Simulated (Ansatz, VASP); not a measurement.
# La2O3: VASP beside Ansatz

File INCAR:

```
PREC = Accurate
ENCUT = 520
EDIFF = 1E-6
ISMEAR = 0
SIGMA = 0.1
LREAL = F
LASPH = T
NELM = 60
ALGO = Normal
ISIF = 2
LWAVE = F
LCHARG = F
GGA = PE
NBANDS = 28
```

File KPOINTS:

```
Automatic mesh
0
Gamma
  6 6 2
```

POSCAR

```
La2O3
1.0
    3.7732401700      0.0000000000      0.0000000000
   -1.8866200800      3.2677218400      0.0000000000
    0.0000000000      0.0000000000      8.2029059000
La O
2 3
Direct
    0.0000000000      0.0000000000      0.2281334500
    0.0000000000      0.0000000000      0.7718665500
    0.3333333300      0.6666666700      0.0000000000
    0.6666666700      0.3333333300      0.0000000000
    0.0000000000      0.0000000000      0.5000000000
```

Input for Ansatz:

```yaml
crystal:
  lattice:
    - [3.77324017, 0.0, 0.0]
    - [-1.88662008, 3.26772184, 0.0]
    - [0.0, 0.0, 8.2029059]
  atoms:
    - { symbol: La, position: [0.0, 0.0, 0.22813345] }
    - { symbol: La, position: [0.0, 0.0, 0.77186655] }
    - { symbol: O, position: [0.33333333, 0.66666667, 0.0] }
    - { symbol: O, position: [0.66666667, 0.33333333, 0.0] }
    - { symbol: O, position: [0.0, 0.0, 0.5] }
basis:
  ecutwfc: 420
kpoints:
  mp_grid: { grid: [6, 6, 2] }
hamiltonian:
  xc: pbe
scf:
  occupations: { method: gaussian, width: 0.1 }
  lower_state_search: "off"
output:
  forces: true
  stress: true
  eigenvalues: true
```

Alike in both runs: task single point; functional PBE; k mesh 6 × 6 × 2; occupations gaussian, width 0.1 eV; no spin polarisation.

|  | VASP | Ansatz |
| --- | --- | --- |
| version | VASP 6.6.1 | Ansatz 0.2.0 |
| potentials or method | VASP PAW PBE potentials, release 64 (La, O), cutoff 520 eV | scalar-relativistic, plane waves, PAW |
| valence electrons in the cell | 40 | 40 |

```csv
,VASP,Ansatz,Ansatz less VASP
gap on the k mesh at the Fermi level (eV),none,none,-
pressure (GPa),-6.5,-6.3,+0.16
"traceless stress, the component that is largest in VASP (GPa)",-24.79,-24.73,+0.062
rms of the force components (eV/Å),0.762,0.765,+0.0025
```

Atom by atom the forces differ by 0.003 eV/Å (rms over components). A gap of «none» marks a metal or a gap that the smearing closes.

The k mesh is coarse, so the values compare programs but aren't converged. Spin-orbit coupling is off throughout.
